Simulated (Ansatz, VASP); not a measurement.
## Two plane-wave programs on LiNbO3

INCAR

```
PREC = Accurate ; ENCUT = 520
EDIFF = 1E-6 ; ISMEAR = 0
SIGMA = 0.05 ; LREAL = False
LASPH = True ; NELM = 100
ALGO = Normal ; ISIF = 2
LWAVE = False ; LCHARG = False
GGA = PE ; NBANDS = 45
```

File KPOINTS:

```
Automatic mesh
0
Gamma
  6 6 6
```

POSCAR

```
LiNbO3
1.0
    2.5810619532      1.4901768135      4.7981941711
   -2.5810619532      1.4901768135      4.7981941711
    0.0000000000     -2.9803536270      4.7981941711
Li Nb O
2 2 6
Direct
    0.2815913687      0.2815913687      0.2815913687
    0.7815913687      0.7815913687      0.7815913687
    0.0004900497      0.0004900497      0.0004900497
    0.5004900497      0.5004900497      0.5004900497
    0.1104619503      0.3580262714      0.7211003599
    0.7211003599      0.1104619503      0.3580262714
    0.3580262714      0.7211003599      0.1104619503
    0.2211003599      0.8580262714      0.6104619503
    0.8580262714      0.6104619503      0.2211003599
    0.6104619503      0.2211003599      0.8580262714
```

Input for Ansatz:

```yaml
crystal:
  lattice:
    - [2.5810619532, 1.4901768135, 4.7981941711]
    - [-2.5810619532, 1.4901768135, 4.7981941711]
    - [0.0, -2.980353627, 4.7981941711]
  atoms:
    - { symbol: Li, position: [0.2815913687, 0.2815913687, 0.2815913687] }
    - { symbol: Li, position: [0.7815913687, 0.7815913687, 0.7815913687] }
    - { symbol: Nb, position: [0.0004900497, 0.0004900497, 0.0004900497] }
    - { symbol: Nb, position: [0.5004900497, 0.5004900497, 0.5004900497] }
    - { symbol: O, position: [0.1104619503, 0.3580262714, 0.7211003599] }
    - { symbol: O, position: [0.7211003599, 0.1104619503, 0.3580262714] }
    - { symbol: O, position: [0.3580262714, 0.7211003599, 0.1104619503] }
    - { symbol: O, position: [0.2211003599, 0.8580262714, 0.6104619503] }
    - { symbol: O, position: [0.8580262714, 0.6104619503, 0.2211003599] }
    - { symbol: O, position: [0.6104619503, 0.2211003599, 0.8580262714] }
basis:
  ecutwfc: 520.0
kpoints:
  mp_grid: { grid: [6, 6, 6] }
hamiltonian:
  xc: pbe
  pseudopotentials: { kind: paw, azcp: { folder: soft_1 } }
scf:
  occupations: { method: gaussian, width: 0.05 }
output:
  forces: true
  stress: true
  eigenvalues: true
```

Alike in both runs: task single point; functional PBE; k mesh 6 × 6 × 6; occupations gaussian, width 0.05 eV; no spin polarisation.

|  | VASP | Ansatz |
| --- | --- | --- |
| version | VASP 6.6.1 | Ansatz 0.2.0 |
| potentials or method | VASP PAW PBE potentials, release 64 (Li_sv, Nb_sv, O), cutoff 520 eV | scalar-relativistic, plane waves, PAW |
| valence electrons in the cell | 68 | 68 |

```csv
,VASP,Ansatz,Ansatz less VASP
gap on the k mesh at the Fermi level (eV),3.49,3.50,+0.013
least direct gap on the mesh (eV),3.50,3.51,+0.012
rms of the force components (eV/Å),0.061,0.067,+0.0061
```

Atom by atom the forces differ by 0.011 eV/Å (rms over components).

Noted on VASP's run: the cutoff is short for stress, so the pressure is rough.
